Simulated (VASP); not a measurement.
Input of a VASP 6.6.1 run:

Contents of INCAR:

```
SYSTEM = LiF
PREC     = Accurate       ! precision mode
ENCUT    = 520            ! plane-wave cutoff, eV
EDIFF    = 1E-6           ! SCF threshold, eV
ISMEAR   = -1             ! smearing method
SIGMA    = 0.05           ! smearing width, eV
LREAL    = .False.        ! projectors in reciprocal space
LASPH    = .True.         ! aspherical terms in the spheres
NELM     = 80             ! most SCF steps
ALGO     = Normal         ! electronic algorithm
ISIF     = 2              ! what is computed and relaxed
LWAVE    = .False.        ! write WAVECAR
LCHARG   = .True.         ! write CHGCAR
GGA      = PS             ! functional
LELF     = .True.         ! ELF
LVHAR    = .True.       
NBANDS   = 12             ! bands
```

File KPOINTS:

```
regular mesh
0
Gamma
  8 8 8
  0 0 0
```

File POSCAR:

```
LiF
1.0
    2.5162584438      0.0000000000      0.0000000000
    0.0000000000      2.5162584438      0.0000000000
    0.0000000000      0.0000000000      2.5162584438
Li F
1 1
Direct
    0.0000000000      0.0000000000      0.0000000000
    0.5000000000      0.5000000000      0.5000000000
```

Potentials or basis: VASP PAW PBE potentials, release 64 (Li_sv, F).

Run with:

```console
$ cat potpaw_PBE.64/Li_sv/POTCAR potpaw_PBE.64/F/POTCAR > POTCAR
$ mpirun -np 1 vasp_std > vasp.out
```

Question: Predict the band gap on the k mesh.

Answer: 7.81 eV, indirect (least direct gap 8.54 eV).

 A k mesh can miss the band edges.
